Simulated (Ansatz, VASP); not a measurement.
# Hf2ZrC3 in VASP and in Ansatz

```
CELL_PARAMETERS angstrom
-1.65142 1.65142 7.00797
1.65142 -1.65142 7.00797
1.65142 1.65142 -7.00797
ATOMIC_POSITIONS crystal
Zr 0.00000 0.00000 0.00000
Hf 0.66698 0.66698 0.00000
Hf 0.33302 0.33302 0.00000
C 0.83236 0.83236 0.00000
C 0.16764 0.16764 0.00000
C 0.50000 0.50000 0.00000
```

Alike in both runs: functional PBE; k mesh 7 × 7 × 7; occupations gaussian, width 0.2 eV; no spin polarisation.

Ansatz relaxed the structure, and its values are those at the end. VASP's run is a single point on that final structure, the one shown.

|  | VASP | Ansatz |
| --- | --- | --- |
| version | VASP 6.6.1 | Ansatz 0.2.0 |
| potentials or method | VASP PAW PBE potentials, release 64 (Zr_sv, Hf_pv, C), cutoff 520 eV | scalar-relativistic, plane waves, PAW |
| valence electrons in the cell | 44 | 76 |

```tsv
	VASP	Ansatz	Ansatz less VASP
gap on the k mesh at the Fermi level (eV)	none	none	-
pressure (GPa)	-0.5	-0.1	+0.36
rms of the force components (eV/Å)	0.012	0.008	-0.0043
```

A gap of «none» marks a metal or a gap that the smearing closes. With one functional, cell and mesh, what is left measures potentials, basis and numerics. VASP's potentials hold 44 valence electrons a cell and Ansatz's 76, so a difference there can come from the potentials and not from the codes.

The k mesh is coarse, so the values compare programs but aren't converged. Neither program's run includes spin-orbit coupling.
